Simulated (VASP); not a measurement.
# Mg64O65 (a cell with a defect) in VASP: a series of runs, part 2 of 2

VASP 6.6.1. The steps go on from the part before.

**3. Single point, PBE**

INCAR reads:

```
SYSTEM = Mg64O65
PREC = Accurate
ENCUT = 520
EDIFF = 1E-6
ISMEAR = -1
SIGMA = 0.01
LREAL = Auto
LASPH = .True.
NELM = 60
ALGO = Normal
ISIF = 2
LWAVE = .False.
LCHARG = .False.
GGA = PE
NBANDS = 329
LUSENCCL = .False.
```

KPOINTS reads:

```
Automatic mesh
0
Gamma
  1 1 1
  0 0 0
```

POSCAR reads:

```
Mg64O65
1.0
    0.0000000000      8.5087624600      8.5087624600
    8.5087624600      0.0000000000      8.5087624600
    8.5087624600      8.5087624600      0.0000000000
Mg O
64 65
Direct
    0.0006844121      0.0013279840     -0.0000998383
    0.0005395027      0.0033487243      0.2474187651
    0.0002543848      0.0012289096      0.5002027639
    0.0005342140      0.0033698790      0.7505034404
    0.0014341686      0.2513555890     -0.0005439099
    0.0005029521      0.2507674306      0.2502976796
[... 121 lines left out ...]
    0.8713924069      0.8794033251      0.8789146524
    0.1253713457      0.6254573476      0.6855965280
```

Potentials or basis: VASP PAW PBE potentials, release 64 (Mg, O).

Started as:

```sh
$ cat potpaw_PBE.64/Mg/POTCAR potpaw_PBE.64/O/POTCAR > POTCAR
$ mpirun -np 1 vasp_gam > vasp.out
```

Wall time 2.4 min (1 × NVIDIA H100 80GB with 1 thread of AMD EPYC 7R13 (Zen 3), shared host); peak memory 1.9 GiB.

Results (log left out):

| Item | Value |
| --- | --- |
| Free energy | -763.9941 eV |
| Pressure | 0.9 GPa |
| Largest force | 0.250 eV/Å |
| Band gap on the k mesh | 4.14 eV |

Forces on the atoms (eV/Å):
```
Mg   0.000  0.001  0.001
Mg  -0.001  0.002  0.001
Mg  -0.002  0.000  0.004
Mg   0.001  0.001  0.001
Mg   0.001  0.000  0.001
Mg   0.000 -0.002  0.000
Mg   0.001 -0.001  0.000
Mg   0.002 -0.002 -0.001
Mg   0.000 -0.002 -0.002
Mg   0.001 -0.001  0.000
Mg   0.000  0.001 -0.003
Mg   0.000 -0.002  0.008
Mg   0.004  0.002  0.000
Mg  -0.002 -0.005  0.000
Mg  -0.015  0.000  0.000
Mg  -0.017 -0.005 -0.001
Mg   0.000  0.000 -0.003
Mg   0.000  0.001 -0.001
Mg  -0.002 -0.001  0.000
Mg  -0.002  0.000 -0.003
Mg  -0.002  0.000 -0.005
Mg  -0.001  0.001  0.000
Mg  -0.002 -0.001 -0.001
Mg   0.002 -0.001 -0.006
Mg   0.004  0.003  0.000
Mg  -0.004  0.000  0.000
Mg   0.005 -0.002  0.000
Mg   0.017 -0.009  0.000
Mg   0.001 -0.002 -0.001
Mg   0.000  0.001  0.003
Mg  -0.001 -0.002 -0.009
Mg   0.000 -0.002  0.002
Mg   0.001  0.001  0.000
Mg   0.000  0.000 -0.005
Mg   0.001  0.001  0.000
Mg  -0.001  0.000  0.000
Mg  -0.002  0.003 -0.001
Mg   0.001  0.001 -0.001
Mg  -0.007  0.005 -0.001
Mg  -0.003  0.004 -0.002
Mg   0.000  0.002  0.002
Mg   0.000 -0.002  0.000
Mg   0.001  0.000  0.005
Mg   0.000  0.000  0.004
Mg   0.000 -0.002  0.000
Mg   0.002  0.000 -0.001
Mg   0.000 -0.001 -0.001
Mg   0.000 -0.001 -0.002
Mg   0.002 -0.002 -0.001
Mg  -0.001  0.001 -0.001
Mg   0.000 -0.002 -0.001
Mg   0.006 -0.004 -0.002
Mg  -0.001 -0.001  0.005
Mg   0.000  0.000 -0.001
Mg  -0.002  0.000  0.000
Mg   0.001  0.001 -0.001
Mg  -0.002  0.001  0.001
Mg  -0.002  0.000  0.001
Mg   0.001  0.001  0.002
Mg  -0.002  0.001  0.000
Mg   0.000 -0.001 -0.003
Mg   0.000  0.000  0.000
Mg   0.000  0.000 -0.001
Mg  -0.003 -0.001 -0.004
O    0.004  0.003  0.002
O    0.000  0.000  0.006
O    0.003  0.002  0.004
O    0.000  0.000  0.003
O   -0.004  0.005  0.002
O   -0.008  0.002  0.002
O   -0.003  0.001  0.006
O    0.002  0.006  0.005
O    0.005  0.005  0.003
O    0.007  0.003  0.004
O   -0.156 -0.174  0.004
O   -0.008  0.000  0.004
O    0.000  0.002 -0.004
O   -0.003 -0.007 -0.001
O    0.005  0.002 -0.005
O    0.002 -0.003 -0.003
O    0.004 -0.001  0.002
O   -0.001 -0.001  0.000
O    0.005 -0.001  0.000
O    0.001  0.001  0.001
O   -0.003 -0.002 -0.003
O   -0.001 -0.001  0.001
O   -0.004  0.003 -0.003
O   -0.004 -0.007 -0.001
O    0.001  0.001 -0.002
O   -0.009 -0.002 -0.003
O    0.001  0.007 -0.006
O   -0.003  0.001 -0.004
O   -0.001 -0.001 -0.001
O    0.001  0.000  0.002
O    0.000  0.000 -0.004
O    0.000  0.000  0.002
O    0.003  0.001  0.003
O   -0.001 -0.002  0.004
O    0.002  0.003  0.003
O    0.002  0.001  0.004
O    0.000  0.003 -0.002
O   -0.005 -0.001 -0.003
O    0.000  0.002 -0.003
O   -0.005  0.001  0.000
O    0.003  0.002  0.002
O    0.000  0.000  0.006
O    0.004  0.003  0.004
O    0.000  0.000  0.002
O    0.000  0.004  0.000
O   -0.003 -0.001  0.000
O    0.000  0.003  0.000
O    0.004 -0.001  0.000
O    0.004 -0.002 -0.001
O    0.000 -0.006 -0.003
O    0.005  0.000 -0.002
O    0.002 -0.004  0.001
O   -0.002 -0.002 -0.001
O    0.000  0.000 -0.003
O   -0.001 -0.002 -0.003
O   -0.002 -0.003 -0.005
O    0.005 -0.002  0.001
O    0.001 -0.007  0.002
O    0.000 -0.002  0.003
O    0.005  0.004  0.003
O   -0.003  0.000 -0.003
O    0.003 -0.005  0.001
O    0.008 -0.001 -0.003
O   -0.002  0.001  0.000
O    0.164  0.189  0.005
```

Stress tensor (GPa, compression positive):
```
1.25 0.08 0.00
0.08 1.24 0.00
0.00 0.00 0.13
```

Levels at points of the mesh, in eV from the valence-band top:
```csv
k point,band 257,band 258,band 259,band 260,band 261,band 262
"(0.00, 0.00, 0.00)",-0.36,-0.35,0.00,4.14,5.22,6.41
```

Caveat: the k points lie up to 0.64 Å⁻¹ apart.

**4. Single point, r2SCAN**

POSCAR reads:

```
Mg64O65
1.0
    0.0000000000      8.5087624600      8.5087624600
    8.5087624600      0.0000000000      8.5087624600
    8.5087624600      8.5087624600      0.0000000000
Mg O
64 65
Direct
    0.0006972100      0.0037565200     -0.0011755400
    0.0002941800      0.0045470800      0.2461070600
    0.0000698700      0.0027533900      0.4983942800
    0.0000689800      0.0044002700      0.7508299600
    0.0017272300      0.2560177000     -0.0042949400
    0.0012531800      0.2527631100      0.2475873600
[... 121 lines left out ...]
    0.8679805200      0.8825018200      0.8793290600
    0.1251542500      0.6253273300      0.7266045500
```

INCAR.step1 reads:

```
ALGO     = Normal         # electronic algorithm
EDIFF    = 1E-4           # SCF threshold, eV
ENCUT    = 520            # plane-wave cutoff, eV
GGA      = PE             # functional
ISMEAR   = -1             # smearing method
LASPH    = T              # aspherical terms in the spheres
LCHARG   = F              # write CHGCAR
LREAL    = Auto         
LUSENCCL = F            
LWAVE    = T              # write WAVECAR
NBANDS   = 329            # bands
NELECT   = 520.0        
NELM     = 100            # most SCF steps
PREC     = Accurate       # precision mode
SIGMA    = 0.01           # smearing width, eV
```

INCAR.step2 reads:

```
ALGO     = Normal         # electronic algorithm
EDIFF    = 1E-6           # SCF threshold, eV
ENCUT    = 520            # plane-wave cutoff, eV
ISIF     = 2              # what is computed and relaxed
ISMEAR   = -1             # smearing method
ISTART   = 1            
LASPH    = T              # aspherical terms in the spheres
LCHARG   = F              # write CHGCAR
LMIXTAU  = T            
LREAL    = Auto         
LUSENCCL = F            
LWAVE    = F              # write WAVECAR
METAGGA  = R2SCAN         # meta-GGA
NBANDS   = 329            # bands
NELECT   = 520.0        
NELM     = 100            # most SCF steps
PREC     = Accurate       # precision mode
SIGMA    = 0.01           # smearing width, eV
```

KPOINTS reads:

```
k-points
0
Gamma
  1 1 1
```

Started as:

```sh
$ cat potpaw_PBE.64/Mg/POTCAR potpaw_PBE.64/O/POTCAR > POTCAR
$ cp INCAR.step1 INCAR
$ mpirun -np 1 vasp_gam > vasp.out
$ cp INCAR.step2 INCAR
$ mpirun -np 1 vasp_gam > vasp.out
```

Wall time 9.1 min (1 × NVIDIA H100 80GB with 1 thread of AMD EPYC 7R13 (Zen 3), shared host); peak memory 2.1 GiB.

It converged, with:

```
Free energy   : -1023.3748 eV
Largest force : 0.204 eV/Å
```

Forces in eV/Å, atoms in the order of the input:
```
Mg  -0.011  0.017  0.012
Mg  -0.011  0.015  0.013
Mg  -0.016  0.017  0.004
Mg  -0.018  0.007  0.011
Mg  -0.008  0.007  0.024
Mg  -0.003  0.006  0.011
Mg  -0.005 -0.001  0.008
Mg  -0.001  0.001  0.025
Mg   0.008  0.006  0.071
Mg   0.002  0.002  0.008
Mg  -0.003 -0.004  0.042
Mg   0.006  0.007  0.204
Mg  -0.080  0.051  0.000
Mg  -0.046  0.065  0.000
Mg  -0.051  0.101  0.000
Mg  -0.077  0.074  0.000
Mg  -0.001 -0.005 -0.009
Mg   0.000 -0.001 -0.026
Mg   0.007 -0.007 -0.025
Mg   0.006 -0.002 -0.013
Mg   0.008 -0.018 -0.013
Mg   0.017 -0.012 -0.013
Mg   0.015 -0.011 -0.015
Mg   0.018 -0.018 -0.006
Mg   0.054 -0.083  0.000
Mg   0.066 -0.047  0.000
Mg   0.113 -0.055  0.000
Mg   0.081 -0.092  0.000
Mg   0.002  0.002 -0.008
Mg  -0.003 -0.004 -0.042
Mg   0.006  0.007 -0.204
Mg   0.008  0.006 -0.071
Mg  -0.008 -0.007 -0.005
Mg  -0.007 -0.005 -0.015
Mg   0.004  0.006 -0.005
Mg  -0.003 -0.001 -0.004
Mg  -0.002 -0.011  0.000
Mg   0.017 -0.008  0.000
Mg  -0.003  0.007  0.000
Mg  -0.007  0.009  0.000
Mg   0.017 -0.012  0.013
Mg   0.015 -0.011  0.015
Mg   0.018 -0.018  0.006
Mg   0.008 -0.018  0.013
Mg  -0.005 -0.001 -0.008
Mg  -0.001  0.001 -0.025
Mg  -0.008  0.007 -0.024
Mg  -0.003  0.006 -0.011
Mg  -0.013 -0.001  0.000
Mg  -0.008  0.018  0.000
Mg   0.006 -0.002  0.000
Mg   0.007 -0.005  0.000
Mg  -0.007 -0.005  0.015
Mg   0.004  0.006  0.005
Mg  -0.003 -0.001  0.004
Mg  -0.008 -0.007  0.005
Mg   0.007 -0.007  0.025
Mg   0.006 -0.002  0.013
Mg  -0.001 -0.005  0.009
Mg   0.000 -0.001  0.026
Mg  -0.018  0.007 -0.011
Mg  -0.011  0.017 -0.012
Mg  -0.011  0.015 -0.013
Mg  -0.016  0.017 -0.004
O   -0.001  0.000  0.002
O   -0.004  0.001  0.000
O   -0.002  0.001  0.000
O   -0.002  0.000  0.001
O   -0.007  0.037 -0.002
O   -0.029  0.008 -0.005
O   -0.065  0.016  0.002
O   -0.019  0.049  0.009
O    0.004  0.007  0.000
O   -0.054 -0.049  0.000
O   -0.013  0.007  0.000
O    0.053  0.063  0.000
O    0.006 -0.028  0.009
O    0.016 -0.063  0.003
O    0.047 -0.019 -0.002
O    0.037 -0.004  0.006
O    0.000  0.004  0.003
O   -0.003  0.005  0.004
O   -0.008  0.000  0.002
O   -0.001  0.010  0.002
O    0.006 -0.011  0.000
O    0.022  0.015  0.000
O   -0.002  0.023  0.000
O   -0.032 -0.023  0.000
O   -0.029  0.008  0.005
O   -0.065  0.016 -0.002
O   -0.019  0.049 -0.009
O   -0.007  0.037  0.002
O    0.002  0.000  0.025
O    0.010  0.004  0.085
O   -0.002 -0.005  0.037
O    0.000 -0.002  0.009
O    0.008  0.006  0.000
O    0.002 -0.001  0.000
O    0.003  0.002  0.000
O   -0.004 -0.005  0.000
O   -0.003  0.005 -0.004
O   -0.008  0.000 -0.002
O   -0.001  0.010 -0.002
O    0.000  0.004 -0.003
O   -0.002  0.001  0.000
O   -0.002  0.000 -0.001
O   -0.001  0.000 -0.002
O   -0.004  0.001  0.000
O    0.006 -0.001  0.003
O    0.007 -0.005  0.006
O    0.002 -0.009  0.002
O    0.012 -0.004  0.001
O    0.007 -0.005 -0.006
O    0.002 -0.009 -0.002
O    0.012 -0.004 -0.001
O    0.006 -0.001 -0.003
O   -0.002 -0.005 -0.037
O    0.000 -0.002 -0.009
O    0.002  0.000 -0.025
O    0.010  0.004 -0.085
O    0.037 -0.004 -0.006
O    0.006 -0.028 -0.009
O    0.016 -0.063 -0.003
O    0.047 -0.019  0.002
O   -0.010  0.006  0.000
O    0.015  0.019  0.000
O    0.023 -0.004  0.000
O   -0.018 -0.032  0.000
O   -0.060 -0.033  0.000
```

Levels at points of the mesh, in eV from the Fermi level:
| k point | band 256 | band 257 | band 258 | band 259 | band 260 | band 261 | band 262 | band 263 | band 264 | band 265 |
| --- | --- | --- | --- | --- | --- | --- | --- | --- | --- | --- |
| (0.00, 0.00, 0.00) | -3.29 | -3.21 | -2.85 | -2.79 | -0.27 | 1.30 | 3.57 | 3.59 | 3.67 | 3.70 |

Caveat: the k points lie up to 0.64 Å⁻¹ apart; the cell carries a net charge on a neutralising background, which shifts energy and pressure; the cell is charged against a uniform background, so pressure and absolute levels hang on convention; the PAW data sets were made with another functional, which shifts forces and pressure a little.
